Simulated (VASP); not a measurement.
Input of a VASP 6.6.1 run:

Contents of POSCAR:

```
MgO
1.0
    3.4841042127      0.0000000000      0.0000000000
   -1.7420521064      3.0173227576      0.0000000000
    0.0000000000      0.0000000000      4.1856875957
Mg O
2 2
Direct
    0.6666666667      0.3333333333      0.7500000000
    0.3333333333      0.6666666667      0.2500000000
    0.6781497814      0.3562995629      0.2672246722
    0.3333333333      0.6666666667      0.7500000000
```

Contents of INCAR.step1:

```
PREC     = Accurate       # precision mode
ENCUT    = 520            # plane-wave cutoff, eV
ISMEAR   = 0              # smearing method
SIGMA    = 0.05           # smearing width, eV
LREAL    = F              # projectors in reciprocal space
LASPH    = T              # aspherical terms in the spheres
NELM     = 100            # most SCF steps
NBANDS   = 16             # bands
GGA      = PE             # functional
ALGO     = Normal         # electronic algorithm
EDIFF    = 1E-4           # SCF threshold, eV
LWAVE    = T              # write WAVECAR
LCHARG   = F              # write CHGCAR
```

File INCAR.step2:

```
PREC     = Accurate       # precision mode
ENCUT    = 520            # plane-wave cutoff, eV
EDIFF    = 1E-6           # SCF threshold, eV
ISMEAR   = 0              # smearing method
SIGMA    = 0.05           # smearing width, eV
LREAL    = F              # projectors in reciprocal space
LASPH    = T              # aspherical terms in the spheres
NELM     = 100            # most SCF steps
ALGO     = Normal         # electronic algorithm
ISIF     = 2              # what is computed and relaxed
LWAVE    = F              # write WAVECAR
LCHARG   = F              # write CHGCAR
METAGGA  = R2SCAN         # meta-GGA
LMIXTAU  = T            
NBANDS   = 16             # bands
ISTART   = 1
```

KPOINTS

```
regular mesh
0
Gamma
  6 6 6
```

Potentials or basis: VASP PAW PBE potentials, release 64 (Mg, O).

Command:

```sh
$ cat potpaw_PBE.64/Mg/POTCAR potpaw_PBE.64/O/POTCAR > POTCAR
$ cp INCAR.step1 INCAR
$ mpirun -np 1 vasp_std > vasp.out
$ cp INCAR.step2 INCAR
$ mpirun -np 1 vasp_std > vasp.out
```

Problem. Estimate the pressure.

Solution. -0.3 GPa.

Problem. What does it give for the largest force?

Solution. 1.094 eV/Å.

Stress tensor (GPa, compression positive):
```
 1.86  0.00  0.00
 0.00 -2.57 -0.10
 0.00 -0.10 -0.16
```

Caveat: the cell differs from its parent crystal (atom 3 (O) moved -0.100 Å towards its neighbour atom 4 (O) at 2.903 Å); the PAW data sets were made with another functional, which shifts forces and pressure a little.
